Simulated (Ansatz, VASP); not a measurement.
## As in VASP and in Ansatz

File INCAR:

```
PREC = Accurate ; ENCUT = 520
EDIFF = 1E-6 ; ISMEAR = -1
SIGMA = 0.05 ; LREAL = F
LASPH = T ; NELM = 80
ALGO = Normal ; ISIF = 2
LWAVE = F ; LCHARG = T
GGA = PS ; LELF = T
LVHAR = T ; NBANDS = 18
```

KPOINTS

```
Automatic mesh
0
Gamma
  6 6 5
```

The input POSCAR:

```
As
1.0
    1.8432500000     -5.5550000000      0.0000000000
    1.8432500000      5.5550000000      0.0000000000
    0.0000000000      0.0000000000      4.4700000000
As
4
Direct
    0.3900000000      0.6100000000      0.5600000000
    0.8900000000      0.1100000000      0.9400000000
    0.6100000000      0.3900000000      0.4400000000
    0.1100000000      0.8900000000      0.0600000000
```

Contents of input.yaml:

```yaml
crystal:
  lattice:
    - [1.84325, -5.555, 0.0]
    - [1.84325, 5.555, 0.0]
    - [0.0, 0.0, 4.47]
  atoms:
    - { symbol: As, position: [0.39, 0.61, 0.56] }
    - { symbol: As, position: [0.89, 0.11, 0.94] }
    - { symbol: As, position: [0.61, 0.39, 0.44] }
    - { symbol: As, position: [0.11, 0.89, 0.06] }
hamiltonian:
  xc: pbesol
  pseudopotentials: { kind: paw }
kpoints:
  mp_grid: { grid: [6, 6, 5] }
  band_path:
    path:
      - [[0.0, 0.0, 0.0], [0.2775258264, 0.2775258264, 0.0], [0.0, 0.5, 0.0], [0.0, 0.5, 0.5], [0.2775258264, 0.2775258264, 0.5], [0.0, 0.0, 0.5], [0.0, 0.0, 0.0], [-0.5, 0.5, 0.0], [-0.2775258264, 0.7224741736, 0.0], [-0.2775258264, 0.7224741736, 0.5], [-0.5, 0.5, 0.5], [-0.5, 0.5, 0.0]]
      - [[0.0, 0.0, 0.5], [-0.5, 0.5, 0.5]]
    npoints: 14
scf:
  occupations: { method: fermi_dirac, width: 0.05 }
  n_extra_bands: 10
output:
  forces: true
  stress: true
  eigenvalues: true
  fatbands: true
```

Alike in both runs: functional PBEsol; k mesh 6 × 6 × 5; occupations fermi-dirac, width 0.05 eV; no spin polarisation.

|  | VASP | Ansatz |
| --- | --- | --- |
| version | VASP 6.6.1 | Ansatz 0.2.0 |
| potentials or method | VASP PAW PBE potentials, release 64 (As) | Ansatz PAW |
| plane-wave cutoff (eV) | 520 | 420 |
| valence electrons in the cell | 20 | 60 |
| task | single point | band structure |

|  | VASP | Ansatz | Ansatz less VASP |
| --- | --- | --- | --- |
| pressure (GPa) | -1.3 | -1.7 | -0.37 |
| traceless stress, the component that is largest in VASP (GPa) | 0.92 | 0.92 | 0.000 |
| rms of the force components (eV/Å) | 0.072 | 0.112 | +0.0397 |

VASP's potentials were made for PBE, not for PBEsol. Atom by atom the forces differ by 0.040 eV/Å (rms over components). The functional is the same, so the differences come from potentials, cutoffs and numerics. VASP's potentials hold 20 valence electrons a cell and Ansatz's 60, so a difference there can come from the potentials and not from the codes.
